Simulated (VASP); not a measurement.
# SnS2 (P-3m1) in VASP: notebook

The runs below take SnS2 through phonons, with PBE+D3(BJ).

Program: VASP 6.6.1. These are calculated values, not measurements. Logs are shortened: lines on timing, memory, paths and dates and some standing lists are left out, and cuts for length are marked.

### Step 1. The cell of the first run

It takes space group P-3m1 (No. 164, trigonal). The conventional cell has a = 3.348 Å, b = 3.348 Å, c = 4.597 Å, α = 90.00°, β = 90.00°, γ = 120.00°. Sn (site symmetry -3m) has 6 S at 2.42 Å within 3.2 Å. Within 3.2 Å of S (site symmetry 3m) lie 3 Sn at 2.42 Å and 3 S at 2.57 Å.

### Step 2. Phonons, PBE+D3(BJ)

INCAR reads:

```
  PREC = Accurate
  ENCUT = 500
  EDIFF = 1E-8
  ISMEAR = -1
  SIGMA = 0.15
  LREAL = F
  LASPH = T
  NELM = 120
  ALGO = Normal
  ISIF = 2
  LWAVE = F
  LCHARG = F
  GGA = PE
  IVDW = 12
  NBANDS = 20
  IBRION = 6
  NFREE = 2
  POTIM = 0.015
  NSW = 1
  GGA_COMPAT = F
```

KPOINTS reads:

```
regular mesh
0
Gamma
  12 12 10
```

POSCAR reads:

```
SnS2
1.0
    3.3480299338      0.0000000000      0.0000000000
   -1.6740149669      2.8994789753      0.0000000000
    0.0000000000      0.0000000000      4.5967583722
Sn S
1 2
Direct
    0.0000000000      0.0000000000      0.0000000000
    0.6666666667      0.3333333333      0.3165530505
    0.3333333333      0.6666666667      0.6834469495
```

Potentials or basis: VASP PAW PBE potentials, release 64 (Sn_d, S).

Started as:

```
$ cat potpaw_PBE.64/Sn_d/POTCAR potpaw_PBE.64/S/POTCAR > POTCAR
$ mpirun -np 1 vasp_std > vasp.out
```

OUTCAR:

```text
PREC = Accurate
   ENCUT = 500
   EDIFF = 1E-8
   ISMEAR = -1
   LREAL = F
   LASPH = T
   NELM = 120
   ISIF = 2
   GGA = PE
   IVDW = 12
   IBRION = 6
   NFREE = 2
   POTIM = 0.015
   NSW = 1
 IVDW          = 12

 ion  position               nearest neighbor table
   1  0.000  0.000  0.000-   2 2.42   3 2.42   3 2.42   2 2.42   2 2.42   3 2.42
   2  0.667  0.333  0.317-   1 2.42   1 2.42   1 2.42   3 2.57   3 2.57   3 2.57
   3  0.333  0.667  0.683-   1 2.42   1 2.42   1 2.42   2 2.57   2 2.57   2 2.57

  LATTYP: Found a hexagonal cell.
 ALAT       =     3.3480299338
 C/A-ratio  =     1.3729740961

  Lattice vectors:

 A1 = (   3.3480299338,   0.0000000000,   0.0000000000)
 A2 = (  -1.6740149669,   2.8994789753,   0.0000000000)
 A3 = (   0.0000000000,   0.0000000000,   4.5967583722)

Analysis of symmetry for initial positions (statically):
=====================================================================
 Subroutine PRICEL returns:
 Original cell was already a primitive cell.

 Routine SETGRP: Setting up the symmetry group for a
 hexagonal supercell.

 Subroutine GETGRP returns: Found 12 space group operations
 (whereof 12 operations were pure point group operations)
 out of a pool of 24 trial point group operations.

The static configuration has the point symmetry D_3d.

Analysis of symmetry for dynamics (positions and initial velocities):
=====================================================================
 Subroutine PRICEL returns:
 Original cell was already a primitive cell.

 Routine SETGRP: Setting up the symmetry group for a
 hexagonal supercell.

 Subroutine GETGRP returns: Found 12 space group operations
 (whereof 12 operations were pure point group operations)
 out of a pool of 24 trial point group operations.

The dynamic configuration has the point symmetry D_3d.

 Subroutine INISYM returns: Found 12 space group operations
 (whereof 12 operations are pure point group operations),
 and found     1 'primitive' translations

----------------------------------------------------------------------------------------

                                     Primitive cell

  volume of cell :      44.6232

  direct lattice vectors                    reciprocal lattice vectors
     3.348029934  0.000000000  0.000000000     0.298683112  0.172444775  0.000000000
    -1.674014967  2.899478975  0.000000000     0.000000000  0.344889550  0.000000000
     0.000000000  0.000000000  4.596758372     0.000000000  0.000000000  0.217544608

  length of vectors
     3.348029934  3.348029934  4.596758372     0.344889550  0.344889550  0.217544608

  position of ions in fractional coordinates (direct lattice)
     0.000000000  0.000000000  0.000000000
     0.666666667  0.333333333  0.316553050
     0.333333333  0.666666667  0.683446950

  ion indices of the primitive-cell ions
   primitive index   ion index
                 1           1
                 2           2
                 3           3

----------------------------------------------------------------------------------------

 KPOINTS: regular mesh

Automatic generation of k-mesh.
 Grid dimensions read from file:
 generate k-points for:   12   12   10

 Generating k-lattice:

  Cartesian coordinates                     Fractional coordinates (reciprocal lattice)
     0.024890259  0.014370398  0.000000000     0.083333333  0.000000000  0.000000000
     0.000000000  0.028740796  0.000000000     0.000000000  0.083333333  0.000000000
     0.000000000  0.000000000  0.021754461     0.000000000  0.000000000  0.100000000

  Length of vectors
     0.028740796  0.028740796  0.021754461

  Shift w.r.t. Gamma in fractional coordinates (k-lattice)
     0.000000000  0.000000000  0.000000000

 Subroutine IBZKPT returns following result:
 ===========================================

 Found    162 irreducible k-points:

 Following reciprocal coordinates:
            Coordinates               Weight
  0.000000  0.000000  0.000000      1.000000
  0.083333 -0.000000  0.000000      6.000000
  0.166667  0.000000  0.000000      6.000000
  0.250000  0.000000  0.000000      6.000000
  0.333333  0.000000  0.000000      6.000000
  0.416667  0.000000  0.000000      6.000000
[... 16 lines left out ...]
  0.166667  0.000000  0.100000      6.000000
  0.000000  0.166667  0.100000      6.000000
 [... further k-points ...]
   k-points           NKPTS =    162   k-points in BZ     NKDIM =    162   number of bands    NBANDS=     20
   number of dos      NEDOS =    301   number of ions     NIONS =      3
   total plane-waves  NPLWV =  20736
   dimension x,y,z NGX =    24 NGY =   24 NGZ =   36
   dimension x,y,z NGXF=    48 NGYF=   48 NGZF=   72
   ions per type =               1   2
   NGX,Y,Z   is equivalent  to a cutoff of  11.92, 11.92, 13.02 a.u.
   NGXF,Y,Z  is equivalent  to a cutoff of  23.83, 23.83, 26.04 a.u.
 SYSTEM =  unknown system
   PREC   = accura    normal or accurate (medium, high low for compatibility)
   ISTART =      0    job   : 0-new  1-cont  2-samecut
   ICHARG =      2    charge: 1-file 2-atom 10-const
   ISPIN  =      1    spin polarized calculation?
   LNONCOLLINEAR =      F non collinear calculations
   LSORBIT =      F    spin-orbit coupling
   LASPH  =      T    aspherical Exc in radial PAW
   ENCUT  =  500.0 eV  36.75 Ry    6.06 a.u.   6.10  6.10  8.38*2*pi/ulx,y,z
   NELM   =    120;   NELMIN=  2; NELMDL= -5     # of ELM steps
   EDIFF  = 0.1E-07   stopping-criterion for ELM
   LREAL  =      F    real-space projection
   EDIFFG = 0.1E-06   stopping-criterion for IOM
   NSW    =     73    number of steps for IOM
   IBRION =      6    ionic relax: 0-MD 1-quasi-New 2-CG
   NFREE  =      2    steps in history (QN), initial steepest desc. (CG)
   ISIF   =      2    stress and relaxation
   ISYM   =      2    0-nonsym 1-usesym 2-fastsym
   POTIM  = 0.0150    time-step for ionic-motion
   TEBEG  =    0.0;   TEEND  =   0.0 temperature during run
   PSTRESS=    0.0 pullay stress
   NELECT =      26.0000    total number of electrons
   NUPDOWN=      -1.0000    fix difference up-down
   EMIN   =  10.00;   EMAX   =-10.00  energy-range for DOS
   EFERMI =   0.00;   METHOD = LEGACY
   ISMEAR =    -1;   SIGMA  =   0.15  broadening in eV -4-tet -1-fermi 0-gaus
   EFERMI_NEDOS =   21; number of points for ismear=-14 and -15
   IALGO  =     38    algorithm
   IMIX   =      4    mixing-type and parameters
     AMIX     =   0.40;   BMIX     =  1.00
     AMIX_MAG =   1.60;   BMIX_MAG =  1.00
  volume/ion in A,a.u.               =      14.87       100.38
  Fermi-wavevector in a.u.,A,eV,Ry     =   1.367348  2.583912 25.437992  1.869640
  Thomas-Fermi vector in A             =   2.493408
   LORBIT       =      0    0 simple, 1 ext, 2 COOP (PROOUT), +10 PAW based schemes
   GGA     = PE    functional components
   LHFCALC =     F    Hartree Fock is set to
   AEXX    =    0.0000 exact exchange contribution
   IVDW    =    12    specifies the selected vdW correction
   LEPSILON=     F    determine dielectric tensor
   LRPA    =     F    only Hartree local field effects (RPA)
 finite differences with symmetry
 non-spin polarized calculation
  energy-cutoff  :      500.00
  volume of cell :       44.62
 maximum number of plane-waves:      1164
   NGX = 13   NGY = 13   NGZ = 17

--------------------------------------- Ionic step        1  -------------------------------------------

 number of electron      25.9999999 magnetization

 Free energy of the ion-electron system (eV)
  ---------------------------------------------------
  ext. energy  EPLUGINS =         0.00000000
  ---------------------------------------------------
  free energy    TOTEN  =       -10.36177016 eV

  energy without entropy =      -10.33045430  energy(sigma->0) =      -10.34611223

------------------------ aborting loop because EDIFF is reached ----------------------------------------

 Edisp (eV)   -1.52817

 E8    (eV) :    -0.6270
[... 319 lines left out ...]
--------------------------------------- Ionic step        9  -------------------------------------------

 number of electron      26.0000000 magnetization

 Free energy of the ion-electron system (eV)
  ---------------------------------------------------
  ext. energy  EPLUGINS =         0.00000000
  ---------------------------------------------------
  free energy    TOTEN  =       -10.36044571 eV

  energy without entropy =      -10.33053490  energy(sigma->0) =      -10.34549030

 E-fermi :  12.1105     XC(G=0): -11.9258

 val. band max:       12.0846117455   @ k =   0.0833   0.0833   0.1000
 cond. band min:      12.2014119348   @ k =   0.0833  -0.0000   0.0000
 fundamental gap:      0.1168001893
 Fermi energy:        12.1105413566

 k-point     1 :       0.0000    0.0000    0.0000
  band No.  band energies     occupation
      1     -10.3564      2.00000
      2     -10.3564      2.00000
      3     -10.2753      2.00000
      4     -10.1914      2.00000
      5     -10.1914      2.00000
      6      -6.0855      2.00000
[... 541 lines left out ...]
     19      19.6902      0.00000
     20      20.4394      0.00000

 [... further k-points ...]

------------------------ aborting loop because EDIFF is reached ----------------------------------------

 Edisp (eV)   -1.52816

 E8    (eV) :    -0.6270
[... 26 lines left out ...]
  FREE ENERGIE OF THE ION-ELECTRON SYSTEM (eV)
  ---------------------------------------------------
  free  energy   TOTEN  =       -11.8886084784 eV

  energy  without entropy=      -11.8586976607  energy(sigma->0) =      -11.87365307

 INTERNAL STRAIN TENSORS FROM DISPLACED ATOMS
 ============================================

 INTERNAL STRAIN TENSOR FOR ION    1 for displacements in x,y,z  (eV/Angst):
          X           Y           Z          XY          YZ          ZX
  --------------------------------------------------------------------------------
  x     0.00000     0.00000     0.00000     0.00000     0.00000     0.00000
  y     0.00000     0.00000     0.00000     0.00000     0.00000     0.00000
  z     0.00000     0.00000     0.00000     0.00000     0.00000     0.00000

 INTERNAL STRAIN TENSOR FOR ION    3 for displacements in x,y,z  (eV/Angst):
          X           Y           Z          XY          YZ          ZX
  --------------------------------------------------------------------------------
  x     0.00000     0.00000     0.00000     4.01064     0.00000     8.41360
  y     4.01064    -4.01064     0.00000     0.00000     8.41361     0.00000
  z     6.87051     6.87051    13.44137     0.00000    -0.00000     0.00000

 Eigenvectors and eigenvalues of the dynamical matrix
 ----------------------------------------------------

   1 f  =   12.208533 THz    76.708476 2PiTHz  407.232830 cm-1    50.490413 meV
             X         Y         Z           dx          dy          dz
      0.000000  0.000000  0.000000    -0.000000   -0.000000    0.000000
      1.674015  0.966493  1.455118    -0.000000   -0.000000   -0.707107
     -0.000000  1.932986  3.141640     0.000000    0.000000    0.707107
[... 43 lines left out ...]
   9 f/i=    0.001846 THz     0.011601 2PiTHz    0.061587 cm-1     0.007636 meV
             X         Y         Z           dx          dy          dz
      0.000000  0.000000  0.000000     0.000000   -0.000000   -0.805852
      1.674015  0.966493  1.455118     0.000000   -0.000000   -0.418690
     -0.000000  1.932986  3.141640     0.000000   -0.000000   -0.418690

 ELASTIC MODULI CONTR FROM IONIC RELAXATION (kBar)
 Direction    XX          YY          ZZ          XY          YZ          ZX
 --------------------------------------------------------------------------------
 XX        -248.9792    -97.6920   -339.1113     -0.0000   -158.6867     -0.0000
 YY         -97.6920   -248.9792   -339.1113      0.0000    158.6867      0.0000
 ZZ        -339.1113   -339.1113   -663.4324      0.0000      0.0000      0.0000
 XY          -0.0000      0.0000      0.0000    -75.6436     -0.0000   -158.6866
 YZ        -158.6867    158.6867      0.0000     -0.0000   -332.8960     -0.0000
 ZX          -0.0000      0.0000      0.0000   -158.6866     -0.0000   -332.8958
 --------------------------------------------------------------------------------
```

It took 7.4 min on 1 thread of Intel Xeon 6975P-C (Granite Rapids), shared host; peak memory 0.92 GiB.

Results:

```
Highest phonon frequency at Γ, LO-TO splitting left out : 407 cm⁻¹
Dispersion energy per atom                              : -0.509 eV
```

Phonon frequencies in cm⁻¹ (negative: imaginary):
```tsv
q point	frequencies
(0.000, 0.000, 0.000)	0 0 0 292 292 360 360 398 407
```

Caveat: the cell stands under pressure or tension, which shifts response properties; spin-orbit coupling is left out, which moves the levels of the heavy elements.

(Continued in part 2 of 2.)
